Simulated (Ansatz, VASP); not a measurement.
# NaH: VASP beside Ansatz

```
CELL_PARAMETERS angstrom
2.93239 0.00000 0.00000
0.00000 2.93239 0.00000
0.00000 0.00000 2.78753
ATOMIC_POSITIONS crystal
Na 0.00000 0.00000 0.00000
H 0.50000 0.50000 0.50000
```

Change from the starting cell: uniaxial_z strain -4.9%.

Alike in both runs: task single point; functional r2SCAN; k mesh 8 × 8 × 8; no spin polarisation.

|  | VASP | Ansatz |
| --- | --- | --- |
| version | VASP 6.6.1 | Ansatz 0.2.0 |
| potentials or method | VASP PAW PBE potentials, release 64 (Na_pv, H) | plane waves, PAW |
| plane-wave cutoff (eV) | 520 | 500 |
| occupations | gaussian, width 0.01 eV | fixed |
| valence electrons in the cell | 8 | 10 |

Ansatz gave:

| Property | Result |
| --- | --- |
| gap on the k mesh at the Fermi level (eV) | 1.42 |
| pressure (GPa) | 1.4 |
| traceless stress, the component that is largest in VASP (GPa) | 4.35 |

Task: Estimate VASP's values.

Result: gap on the k mesh at the Fermi level (eV): 1.43; pressure (GPa): 1.1; traceless stress, the component that is largest in VASP (GPa): 4.31.

VASP's potentials were made for PBE, not for r2SCAN. VASP's potentials hold 8 valence electrons a cell and Ansatz's 10, so a difference there can come from the potentials and not from the codes.
